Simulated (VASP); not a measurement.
Nb, 2 atoms in the cell. The structure is cubic, space group Fd-3m (No. 227). Conventional cell: a = 5.659 Å, b = 5.659 Å, c = 5.659 Å, α = 90.00°, β = 90.00°, γ = 90.00°. Nb (site symmetry -43m) has 4 Nb at 2.45 Å within 3.2 Å. This isn't the form of Nb at room conditions, which is bcc.

* Program: VASP 6.6.1
* Task: electric field gradients
* Functional: PBEsol
* Potentials or basis: VASP PAW PBE potentials, release 64 (Nb_sv)
* Cutoff: 520 eV
* k mesh: 9 × 9 × 9
* Occupations: fermi-dirac, width 0.05 eV
* Spin: no spin polarisation
* Dipole correction: no
* Further INCAR settings: ALGO = Normal; EDIFF = 1e-08; NBANDS = 20

Potentials or basis: VASP PAW PBE potentials, release 64 (Nb_sv).

The run is started by

```sh
$ cat potpaw_PBE.64/Nb_sv/POTCAR > POTCAR
$ mpirun -np 1 vasp_std > vasp.out
```

Hardware: 1 thread of Intel Xeon 8259CL, with other jobs on the host.

Task: How long does it take, and how much memory?

Result: It took 55 s on 1 thread of Intel Xeon 8259CL (shared host), peak memory 0.18 GiB. Counts: scf iterations 14, k points 35.
